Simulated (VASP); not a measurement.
Crystal: BAs (pbe).

```
B As
1.0
     0.00000    2.38850    2.38850
     2.38850    0.00000    2.38850
     2.38850    2.38850    0.00000
B As
1 1
Direct
  0.00000 0.00000 0.00000
  0.25000 0.25000 0.25000
```

```yaml
Program: VASP 6.6.1
Task: relaxation of cell and atoms
Functional: PBE
Potentials_or_basis: VASP PAW PBE potentials, release 64 (B, As)
Cutoff: 500 eV
k_mesh: 8 × 8 × 8
Occupations: gaussian, width 0.02 eV
Spin: no spin polarisation
```

At the start: pressure 3.4 GPa; volume 13.63 Å³/atom.

How do energy, volume and symmetry change on relaxing?

Over 3 steps the energy falls by 3.6 meV/atom and the volume is 13.97 Å³/atom (+2.5 %); space group F-43m (No. 216, to 0.05 Å).

The path:
| step | energy change (eV) | largest force (eV/Å) | pressure (GPa) | volume (Å³) |
| --- | --- | --- | --- | --- |
| 1 | 0.0000 | 0.0000 | 3.44 | 27.25 |
| 2 | -0.0037 | 0.0000 | -2.20 | 28.42 |
| 3 | -0.0071 | 0.0000 | 0.01 | 27.93 |

Final structure:
```xyz
2
Lattice="0.0000 2.4082 2.4082 2.4082 0.0000 2.4082 2.4082 2.4082 0.0000" Properties=species:S:1:pos:R:3 pbc="T T T"
B     0.0000    0.0000    0.0000
As    1.2041    1.2041    1.2041
```
